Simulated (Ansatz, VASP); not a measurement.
**One calculation of InPd, two programs**

File INCAR:

```
SYSTEM = InPd
ALGO = Normal ; EDIFF = 1E-6
ENCUT = 520 ; ISIF = 2
ISMEAR = -1 ; LASPH = .TRUE.
LCHARG = .FALSE. ; LREAL = .FALSE.
LWAVE = .FALSE. ; NBANDS = 18
NELM = 60 ; PREC = Accurate
SIGMA = 0.05
```

Contents of KPOINTS:

```
k-points
0
G
  8 8 8
  0 0 0
```

The input POSCAR:

```
InPd
1.0
    3.2050928798      0.0000000000      0.0000000000
    0.0000000000      3.2050928798      0.0000000000
    0.0000000000      0.0000000000      3.2050928798
In Pd
1 1
Direct
    0.0000000000      0.0000000000      0.0000000000
    0.5000000000      0.5000000000      0.5000000000
```

Contents of input.yaml:

```yaml
crystal:
  lattice:
    - [3.2050928798, 0.0, 0.0]
    - [0.0, 3.2050928798, 0.0]
    - [0.0, 0.0, 3.2050928798]
  atoms:
    - { symbol: In, position: [0.0, 0.0, 0.0] }
    - { symbol: Pd, position: [0.5, 0.5, 0.5] }
kpoints:
  mp_grid: { grid: [8, 8, 8] }
scf:
  occupations: { method: fermi_dirac, width: 0.05 }
hamiltonian:
  xc: lda
  pseudopotentials: { kind: all_electron, lapw: { basis_error: 0.001 } }
output:
  forces: true
  stress: true
  eigenvalues: true
```

Change from the starting cell: volume scaled by 0.94.

Alike in both runs: task single point; functional LDA; k mesh 8 × 8 × 8; occupations fermi-dirac, width 0.05 eV; no spin polarisation.

|  | VASP | Ansatz |
| --- | --- | --- |
| version | VASP 6.6.1 | Ansatz 0.2.0 |
| potentials or method | VASP PAW LDA potentials, release 64 (In_d, Pd), cutoff 520 eV | all-electron LAPW, scalar-relativistic |

Ansatz gave:

| Quantity | Value |
| --- | --- |
| gap on the k mesh at the Fermi level (eV) | none |
| pressure (GPa) | 1.4 |

Problem. Which values does VASP return?

Solution. gap on the k mesh at the Fermi level (eV): none; pressure (GPa): 1.9.

LDA's correlation is that of Perdew and Zunger in VASP and of Perdew and Wang (1992) in Ansatz. A gap of «none» marks a metal or a gap that the smearing closes. Ansatz ran all-electron here, and VASP with PAW potentials.
